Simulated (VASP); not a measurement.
Set up this calculation in VASP 6.6.1, as the native input.

* Task: single point
* Functional: PBE
* Potentials or basis: VASP PAW PBE potentials, release 64 (Ni)
* Cutoff: 520 eV
* k mesh: 21 × 21 × 11
* Occupations: fermi-dirac, width 0.1 eV
* Spin: collinear spin, ferromagnetic start
* Starting moments: [1.0, 1.0] μB
* Dipole correction: no
* Further INCAR settings: ALGO = Normal; EDIFF = 1e-07; NBANDS = 21

The structure of Ni lies in POSCAR:

```
Ni
1.0
    2.1073617202      0.0000000000      0.0000000000
   -1.0536808601      1.8250287847      0.0000000000
    0.0000000000      0.0000000000      3.4600537059
Ni
2
Direct
    0.3333333333      0.6666666667      0.2500000000
    0.6666666667      0.3333333333      0.7500000000
```

These files were run (other wordings do the same):

INCAR

```
  PREC = Accurate
  ENCUT = 520
  EDIFF = 1E-7
  ISMEAR = -1
  SIGMA = 0.1
  LREAL = F
  LASPH = T
  NELM = 150
  ALGO = Normal
  ISIF = 2
  LWAVE = F
  LCHARG = F
  ISPIN = 2
  MAGMOM = 1 1
  LORBIT = 11
  LMAXMIX = 4
  GGA = PE
  NBANDS = 21
```

KPOINTS

```
Automatic mesh
0
Gamma
  21 21 11
```

Potentials or basis: VASP PAW PBE potentials, release 64 (Ni).

Run with:

```console
$ cat potpaw_PBE.64/Ni/POTCAR > POTCAR
$ mpirun -np 1 vasp_std > vasp.out
```

Results of the run:

The pressure is 319.6 GPa. The net moment is 0.88 μB per cell. The site moments are Ni +0.42 μB.

Wall time 2.6 min on 1 thread of Intel(R) Xeon(R) Platinum 8259CL CPU @ 2.50GHz (Skylake/Cascade Lake), with other jobs on the host, peak memory 0.22 GiB.
